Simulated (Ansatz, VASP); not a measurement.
# B2Ru3 in VASP and in Ansatz

```
B Ru
1.0
     5.09790    0.00000    0.00000
     0.00000    5.09790    0.00000
     0.00000    0.00000    5.09790
B Ru
4 6
Direct
  0.25000 0.25000 0.25000
  0.25000 0.75000 0.75000
  0.75000 0.75000 0.25000
  0.75000 0.25000 0.75000
  0.00000 0.50000 0.50000
  0.00000 0.50000 0.00000
  0.50000 0.00000 0.50000
  0.00000 0.00000 0.50000
  0.50000 0.00000 0.00000
  0.50000 0.50000 0.00000
```

Change from the starting cell: species swapped into the Mg3As2 type (Pn-3m, No. 224).

Alike in both runs: functional PBE; k mesh 4 × 4 × 4; occupations gaussian, width 0.1 eV; no spin polarisation.

Ansatz relaxed the structure, and its values are those at the end. VASP's run is a single point on that final structure, the one shown.

|  | VASP | Ansatz |
| --- | --- | --- |
| version | VASP 6.6.1 | Ansatz 0.2.0 |
| potentials or method | VASP PAW PBE potentials, release 64 (B, Ru_pv), cutoff 520 eV | scalar-relativistic, plane waves, PAW |
| valence electrons in the cell | 96 | 108 |

```tsv
	VASP	Ansatz	Ansatz less VASP
gap on the k mesh at the Fermi level (eV)	none	none	-
pressure (GPa)	0.0	0.0	-0.07
```

A gap of «none» marks a metal or a gap that the smearing closes. VASP's potentials hold 96 valence electrons a cell and Ansatz's 108, so a difference there can come from the potentials and not from the codes.
